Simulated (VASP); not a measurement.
Wanted: the native input for a VASP 6.6.1 run.

```yaml
Task: single point
Functional: PBEsol
Potentials_or_basis: VASP PAW PBE potentials, release 64 (Hf_pv, N)
Cutoff: 520 eV
k_mesh: 18 × 18 × 18
Occupations: gaussian, width 0.15 eV
Spin: no spin polarisation
Dipole_correction: no
Further_INCAR_settings: ALGO = Normal; EDIFF = 1e-06; NBANDS = 14
```

The structure of HfN lies in POSCAR:

```
HfN
1.0
    0.0000000000      2.1912300000      2.2590000000
    2.1912300000      0.0000000000      2.2590000000
    2.1912300000      2.1912300000      0.0000000000
Hf N
1 1
Direct
    0.0000000000      0.0000000000      0.0000000000
    0.5000000000      0.5000000000      0.5000000000
```

This cell differs from its parent crystal: strain -0.0300 x Voigt [1, 1, 0, 0, 0, 0].

These files were run (other wordings do the same):

INCAR

```
SYSTEM = HfN
PREC = Accurate
ENCUT = 520
EDIFF = 1E-6
ISMEAR = 0
SIGMA = 0.15
LREAL = .False.
LASPH = .True.
NELM = 100
ALGO = Normal
ISIF = 2
LWAVE = .False.
LCHARG = .False.
GGA = PS
NBANDS = 14
```

KPOINTS

```
Automatic mesh
0
Gamma
  18 18 18
  0 0 0
```

Potentials or basis: VASP PAW PBE potentials, release 64 (Hf_pv, N).

The run is started by

```console
$ cat potpaw_PBE.64/Hf_pv/POTCAR potpaw_PBE.64/N/POTCAR > POTCAR
$ mpirun -np 1 vasp_std > vasp.out
```

Results of the run:

```yaml
Pressure: 14.3 GPa
```

Caveat: the cell differs from its parent crystal (strain -0.0300 x Voigt [1, 1, 0, 0, 0, 0]); the PAW data sets were made with another functional, which shifts forces and pressure a little.

It took 59 s on 1 thread of Intel(R) Xeon(R) Platinum 8259CL CPU @ 2.50GHz (Skylake/Cascade Lake), with other jobs on the host, peak memory 0.27 GiB.
